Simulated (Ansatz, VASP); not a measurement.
**One calculation of AlInSb2, two programs**

```
CELL_PARAMETERS angstrom
4.32522 0.00000 0.00000
0.00000 4.32522 0.00000
0.00000 0.00000 6.59726
ATOMIC_POSITIONS crystal
Al 0.00000 0.00000 0.00000
In 0.50000 0.50000 0.50000
Sb 0.00000 0.50000 0.27386
Sb 0.50000 0.00000 0.72614
```

Alike in both runs: task single point; functional LDA; k mesh 8 × 8 × 6; occupations gaussian, width 0.05 eV; no spin polarisation.

|  | VASP | Ansatz |
| --- | --- | --- |
| version | VASP 6.6.1 | Ansatz 0.2.0 |
| potentials or method | VASP PAW LDA potentials, release 64 (Al, In_d, Sb), cutoff 520 eV | scalar-relativistic, plane waves, PAW |
| valence electrons in the cell | 26 | 46 |

|  | VASP | Ansatz | Ansatz less VASP |
| --- | --- | --- | --- |
| gap on the k mesh at the Fermi level (eV) | 0.30 | 0.25 | -0.052 |
| least direct gap on the mesh (eV) | 0.30 | 0.25 | -0.052 |
| pressure (GPa) | 2.3 | 2.1 | -0.20 |
| traceless stress, the component that is largest in VASP (GPa) | -2.97 | -2.97 | +0.001 |
| rms of the force components (eV/Å) | 1.105 | 1.099 | -0.0055 |

LDA's correlation is that of Perdew and Zunger in VASP and of Perdew and Wang (1992) in Ansatz. Atom by atom the forces differ by 0.006 eV/Å (rms over components). VASP's potentials hold 26 valence electrons a cell and Ansatz's 46, so a difference there can come from the potentials and not from the codes.

Spin-orbit coupling is off throughout.
